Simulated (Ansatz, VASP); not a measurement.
**CdS in VASP and in Ansatz**

File POSCAR:

```
CdS
1.0
    4.2381691835      0.0000000000      0.0000000000
   -2.1190845917      3.6703621784      0.0000000000
    0.0000000000      0.0000000000      7.0864500000
Cd S
2 2
Direct
    0.3333333333      0.6666666667      0.0000000000
    0.6666666667      0.3333333333      0.5000000000
    0.3333333333      0.6666666667      0.3850000000
    0.6666666667      0.3333333333      0.8850000000
```

Contents of INCAR.step1:

```
SYSTEM = CdS
ALGO = Normal ; EDIFF = 1E-4
ENCUT = 520 ; GGA = PE
ISMEAR = 0 ; LASPH = .TRUE.
LCHARG = .FALSE. ; LREAL = .FALSE.
LWAVE = .TRUE. ; NBANDS = 26
NELM = 60 ; PREC = Accurate
SIGMA = 0.05
```

The input INCAR.step2:

```
SYSTEM = CdS
ALGO = Normal ; EDIFF = 1E-6
ENCUT = 520 ; ISIF = 2
ISMEAR = 0 ; ISTART = 1
LASPH = .TRUE. ; LCHARG = .FALSE.
LMIXTAU = .TRUE. ; LREAL = .FALSE.
LWAVE = .FALSE. ; METAGGA = R2SCAN
NBANDS = 26 ; NELM = 60
PREC = Accurate ; SIGMA = 0.05
```

The input KPOINTS:

```
k-points
0
G
  12 12 4
  0 0 0
```

Input for Ansatz:

```yaml
crystal:
  lattice:
    - [4.2381691835, 0.0, 0.0]
    - [-2.1190845917, 3.6703621784, 0.0]
    - [0.0, 0.0, 7.08645]
  atoms:
    - { symbol: Cd, position: [0.3333333333, 0.6666666667, 0.0] }
    - { symbol: Cd, position: [0.6666666667, 0.3333333333, 0.5] }
    - { symbol: S, position: [0.3333333333, 0.6666666667, 0.385] }
    - { symbol: S, position: [0.6666666667, 0.3333333333, 0.885] }
basis:
  ecutwfc: 500
kpoints:
  mp_grid: { grid: [12, 12, 4] }
hamiltonian:
  xc: r2scan
scf:
  occupations: { method: gaussian, width: 0.05 }
output:
  forces: true
  stress: true
  eigenvalues: true
  write_density: true
  write_potential: true
  elf: true
  volumetric_format: npy
```

Change from the starting cell: strain +0.025 along x and y, +0.050 along z, atoms carried along.

Alike in both runs: task single point; functional r2SCAN; k mesh 12 × 12 × 4; occupations gaussian, width 0.05 eV; no spin polarisation.

```csv
,VASP,Ansatz
version,VASP 6.6.1,Ansatz 0.2.0
potentials or method,"VASP PAW PBE potentials, release 64 (Cd, S), cutoff 520 eV","scalar-relativistic, plane waves, PAW"
valence electrons in the cell,36,52
```

|  | VASP | Ansatz | Ansatz less VASP |
| --- | --- | --- | --- |
| gap on the k mesh at the Fermi level (eV) | 1.42 | 1.43 | +0.008 |
| least direct gap on the mesh (eV) | 1.42 | 1.43 | +0.008 |
| pressure (GPa) | -3.6 | -3.8 | -0.22 |
| traceless stress, the component that is largest in VASP (GPa) | -1.81 | -1.76 | +0.053 |
| rms of the force components (eV/Å) | 0.139 | 0.134 | -0.0051 |

VASP's potentials were made for PBE, not for r2SCAN. Atom by atom the forces differ by 0.005 eV/Å (rms over components). VASP's potentials hold 36 valence electrons a cell and Ansatz's 52, so a difference there can come from the potentials and not from the codes.
